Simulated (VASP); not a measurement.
Set up this calculation in VASP 6.6.1, as the native input.

- Task: relaxation of the atoms
- Functional: PBEsol
- Potentials or basis: VASP PAW PBE potentials, release 64 (Al, Ga_d, N)
- Cutoff: 520 eV
- k mesh: 6 × 6 × 6
- Occupations: gaussian, width 0.01 eV
- Spin: no spin polarisation
- Dipole correction: no
- Further INCAR settings: ALGO = Normal; EDIFF = 1e-06; IBRION = 2; EDIFFG = -0.001; NSW = 80

The structure of Al3GaN4 lies in POSCAR:

```
Al3GaN4
1.0
    4.3776039098      0.0000000000      0.0000000000
    0.0000000000      4.3776039098      0.0000000000
    0.0000000000      0.0000000000      4.3776039098
Al Ga N
3 1 4
Direct
    0.5000000000      0.5000000000      0.0000000000
    0.5000000000      0.0000000000      0.5000000000
    0.0000000000      0.5000000000      0.5000000000
    0.0000000000      0.0000000000      0.0000000000
    0.7447085552      0.7447085552      0.2552914448
    0.7447085552      0.2552914448      0.7447085552
    0.2552914448      0.7447085552      0.7447085552
    0.2552914448      0.2552914448      0.2552914448
```

One way to write it, as run:

INCAR

```
SYSTEM = Al3GaN4
ALGO = Normal
EDIFF = 1E-6
EDIFFG = -0.001
ENCUT = 520
GGA = PS
IBRION = 2
ISIF = 2
ISMEAR = 0
LASPH = .TRUE.
LCHARG = .FALSE.
LREAL = .FALSE.
LWAVE = .FALSE.
NELM = 60
NSW = 80
PREC = Accurate
SIGMA = 0.01
```

KPOINTS

```
k-points
0
G
  6 6 6
  0 0 0
```

Potentials or basis: VASP PAW PBE potentials, release 64 (Al, Ga_d, N).

Command:

```bash
$ cat potpaw_PBE.64/Al/POTCAR potpaw_PBE.64/Ga_d/POTCAR potpaw_PBE.64/N/POTCAR > POTCAR
$ mpirun -np 1 vasp_std > vasp.out
```

It gave:

The energy gained by relaxing is 0.0 meV/atom, the ionic steps are 2 and the pressure after relaxing is 4.1 GPa. The band gap on the k mesh is 3.33 eV.

Caveat: the PAW data sets were made with another functional, which shifts forces and pressure a little.

Run time: 42 s on 1 thread of Intel(R) Xeon(R) Platinum 8488C (Sapphire Rapids) (shared host), peak memory 0.22 GiB.
